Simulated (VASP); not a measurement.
# Sb (R-3m) in VASP: electric field gradients with PBEsol

Aim: the electric field gradients of Sb with PBEsol.

Everything below comes from runs of VASP 6.6.1. Logs are shortened: lines on timing, memory, paths and dates and some standing lists are left out, and cuts for length are marked.

### 1 The cell of the first run

The structure is trigonal, space group R-3m (No. 166). The conventional cell has a = 4.337 Å, b = 4.337 Å, c = 11.325 Å, α = 90.00°, β = 90.00°, γ = 120.00°. Within 3.9 Å of Sb (site symmetry 3m) lie 6 Sb at 2.93 to 3.37 Å.

### 2 Electric field gradients, PBEsol (30.74 Å³/atom)

INCAR reads:

```
PREC = Accurate ; ENCUT = 400
EDIFF = 1E-8 ; ISMEAR = -1
SIGMA = 0.05 ; LREAL = False
LASPH = True ; NELM = 120
ALGO = Normal ; ISIF = 2
LWAVE = False ; LCHARG = False
GGA = PS ; LEFG = True
NBANDS = 22 ; GGA_COMPAT = False
```

KPOINTS reads:

```
regular mesh
0
Gamma
  9 9 9
```

POSCAR reads:

```
Sb
1.0
    2.1683746945      1.2519117136      3.7749435520
   -2.1683746945      1.2519117136      3.7749435520
    0.0000000000     -2.5038234270      3.7749435520
Sb
2
Direct
    0.2336400000      0.2336400000      0.2336400000
    0.7663600000      0.7663600000      0.7663600000
```

Potentials or basis: VASP PAW PBE potentials, release 64 (Sb_d_GW).

Command:

```bash
$ cat potpaw_PBE.64/Sb_d_GW/POTCAR > POTCAR
$ mpirun -np 1 vasp_std > vasp.out
```

OUTCAR:

```text
PREC = Accurate
   ENCUT = 400
   EDIFF = 1E-8
   ISMEAR = -1
   LREAL = False
   LASPH = True
   NELM = 120
   ISIF = 2
   GGA = PS

 ion  position               nearest neighbor table
   1  0.234  0.234  0.234-   2 2.93   2 2.93   2 2.93   2 3.37   2 3.37   2 3.37
   2  0.766  0.766  0.766-   1 2.93   1 2.93   1 2.93   1 3.37   1 3.37   1 3.37

  LATTYP: Found a trigonal (rhomboedric) cell.
 ALAT       =     4.5298267710
 COS(alpha) =     0.5417151843

  Lattice vectors:

 A1 = (   2.1683746945,   1.2519117136,   3.7749435520)
 A2 = (  -2.1683746945,   1.2519117136,   3.7749435520)
 A3 = (   0.0000000000,  -2.5038234270,   3.7749435520)

Analysis of symmetry for initial positions (statically):
=====================================================================
 Subroutine PRICEL returns:
 Original cell was already a primitive cell.

 Routine SETGRP: Setting up the symmetry group for a
 trigonal (rhombohedral) supercell.

 Subroutine GETGRP returns: Found 12 space group operations
 (whereof 12 operations were pure point group operations)
 out of a pool of 12 trial point group operations.

The static configuration has the point symmetry D_3d.

Analysis of symmetry for dynamics (positions and initial velocities):
=====================================================================
 Subroutine PRICEL returns:
 Original cell was already a primitive cell.

 Routine SETGRP: Setting up the symmetry group for a
 trigonal (rhombohedral) supercell.

 Subroutine GETGRP returns: Found 12 space group operations
 (whereof 12 operations were pure point group operations)
 out of a pool of 12 trial point group operations.

The dynamic configuration has the point symmetry D_3d.

 Subroutine INISYM returns: Found 12 space group operations
 (whereof 12 operations are pure point group operations),
 and found     1 'primitive' translations

----------------------------------------------------------------------------------------

                                     Primitive cell

  volume of cell :      61.4851

  direct lattice vectors                    reciprocal lattice vectors
     2.168374695  1.251911714  3.774943552     0.230587454  0.133129729  0.088301541
[... 122 lines left out ...]
   NGX = 15   NGY = 15   NGZ = 15

 number of electron      30.0000014 magnetization

 Free energy of the ion-electron system (eV)
  ---------------------------------------------------
  ext. energy  EPLUGINS =         0.00000000
  ---------------------------------------------------
  free energy    TOTEN  =        -9.16041106 eV

  energy without entropy =       -9.15894572  energy(sigma->0) =       -9.15967839

 E-fermi :   4.9807     XC(G=0):  -9.9797

 val. band max:        4.9108163806   @ k =   0.3333   0.2222   0.2222
 cond. band min:       5.0212915186   @ k =   0.4444   0.0000  -0.0000
 fundamental gap:      0.1104751380
 Fermi energy:         4.9806846246

 k-point     1 :       0.0000    0.0000    0.0000
  band No.  band energies     occupation
      1     -24.3021      2.00000
      2     -24.3021      2.00000
      3     -24.2182      2.00000
      4     -24.2182      2.00000
      5     -24.1945      2.00000
      6     -24.1109      2.00000
[... 589 lines left out ...]
     21      14.6188      0.00000
     22      16.0202      0.00000

 [... further k-points ...]

------------------------ aborting loop because EDIFF is reached ----------------------------------------

  FORCE on cell =-STRESS in cart. coord.  units (eV):
  Direction    XX          YY          ZZ          XY          YZ          ZX
  --------------------------------------------------------------------------------------
  -------------------------------------------------------------------------------------
  Total       -0.4545469     -0.4545469     -0.5425276      0.0000000     -0.0000000      0.0000000
  in kB      -11.8445771    -11.8445771    -14.1371751      0.0000000     -0.0000000      0.0000000
  external PRESSURE =     -12.6087765 kB  Pullay stress =       0.0000000 kB

 VOLUME and BASIS-vectors are now :
 -----------------------------------------------------------------------------
  energy-cutoff  :      400.00
  volume of cell :       61.49
      direct lattice vectors                 reciprocal lattice vectors
     2.168374695  1.251911714  3.774943552     0.230587454  0.133129729  0.088301541
    -2.168374695  1.251911714  3.774943552    -0.230587454  0.133129729  0.088301541
     0.000000000 -2.503823427  3.774943552     0.000000000 -0.266259457  0.088301541

 POSITION                                       TOTAL-FORCE (eV/Angst)
 -----------------------------------------------------------------------------------
      0.00000      0.00000      2.64593         0.000000      0.000000      0.021348
      0.00000      0.00000      8.67890         0.000000     -0.000000     -0.021348
 -----------------------------------------------------------------------------------
    total drift:                               -0.000000      0.000000      0.000000

  FREE ENERGIE OF THE ION-ELECTRON SYSTEM (eV)
  ---------------------------------------------------
  free  energy   TOTEN  =        -9.1604110617 eV

  energy  without entropy=       -9.1589457179  energy(sigma->0) =       -9.15967839

 Electric field gradients (V/A^2)
---------------------------------------------------------------------
 ion       V_xx      V_yy      V_zz      V_xy      V_xz      V_yz
---------------------------------------------------------------------
   1      22.599    22.599   -45.198     0.000    -0.000    -0.000
   2      22.599    22.599   -45.198     0.000    -0.000    -0.000
---------------------------------------------------------------------

 Electric field gradients after diagonalization (V/A^2)
 (convention: |V_zz| > |V_xx| > |V_yy|)
----------------------------------------------------------------------
 ion       V_xx      V_yy      V_zz     asymmetry (V_yy - V_xx)/ V_zz
----------------------------------------------------------------------
   1      22.599    22.599   -45.198       0.000
   2      22.599    22.599   -45.198       0.000
----------------------------------------------------------------------

           NMR quadrupolar parameters

 Cq : quadrupolar parameter    Cq=e*Q*V_zz/h
 eta: asymmetry parameters     (V_yy - V_xx)/ V_zz
 Q  : nuclear electric quadrupole moment in mb (millibarn)
----------------------------------------------------------------------
 ion       Cq(MHz)       eta       Q (mb)
----------------------------------------------------------------------
   1      -0.109       0.000       1.000
   2      -0.109       0.000       1.000
----------------------------------------------------------------------
```

OSZICAR:

```text
N       E                     dE             d eps       ncg     rms          rms(c)
DAV:   1     0.222102459618E+03    0.22210E+03   -0.85769E+03  5268   0.109E+04
DAV:   2     0.207920869438E+02   -0.20131E+03   -0.19385E+03  7272   0.133E+03
DAV:   3    -0.811172901791E+01   -0.28904E+02   -0.28759E+02  7374   0.213E+02
DAV:   4    -0.913128967314E+01   -0.10196E+01   -0.10192E+01  6078   0.292E+01
DAV:   5    -0.917830118238E+01   -0.47012E-01   -0.47009E-01  6340   0.930E+00    0.351E+00
DAV:   6    -0.916635212440E+01    0.11949E-01   -0.35328E-02  7096   0.861E+00    0.213E+00
DAV:   7    -0.916049807093E+01    0.58541E-02   -0.12975E-02  6120   0.685E+00    0.809E-02
DAV:   8    -0.916038351934E+01    0.11455E-03   -0.17923E-03  6044   0.239E+00    0.471E-02
DAV:   9    -0.916040834116E+01   -0.24822E-04   -0.53767E-05  6564   0.163E-01    0.167E-02
DAV:  10    -0.916041104544E+01   -0.27043E-05   -0.70646E-06  6048   0.924E-02    0.152E-03
DAV:  11    -0.916041117703E+01   -0.13159E-06   -0.50682E-07  5668   0.774E-03    0.121E-03
DAV:  12    -0.916041106658E+01    0.11045E-06   -0.60170E-08  4668   0.860E-03    0.238E-04
DAV:  13    -0.916041105233E+01    0.14250E-07   -0.52393E-09  2862   0.140E-03    0.880E-05
DAV:  14    -0.916041106174E+01   -0.94142E-08   -0.17246E-09  3166   0.259E-03
   1 F= -.91604111E+01 E0= -.91596784E+01  d E =-.146534E-02
```

It took 47 s on 1 thread of Intel Xeon 6975P-C (Granite Rapids), shared host; peak memory 0.22 GiB.

What came out:

```yaml
Free_energy: -9.1604 eV
Pressure: -1.3 GPa
Largest_force: 0.021 eV/Å
Largest_electric_field_gradient_by_atom: Sb -45.2 V/Å²
```

Forces on the atoms (eV/Å):
```
Sb   0.000  0.000  0.021
Sb   0.000  0.000 -0.021
```

Stress tensor (GPa, compression positive):
```
-1.18  0.00  0.00
 0.00 -1.18  0.00
 0.00  0.00 -1.41
```

Electric field gradients, principal values (V/Å²):
| atom | least | middle | greatest (by size) |
| --- | --- | --- | --- |
| 1 Sb | 22.599 | 22.599 | -45.198 |
| 2 Sb | 22.599 | 22.599 | -45.198 |

Caveat: without QUAD_EFG the Cq values of the log hold for a quadrupole moment of 1 mb, not for the nuclei; the PAW data sets were made with another functional, which shifts forces and pressure a little; spin-orbit coupling is left out, which moves the levels of the heavy elements.
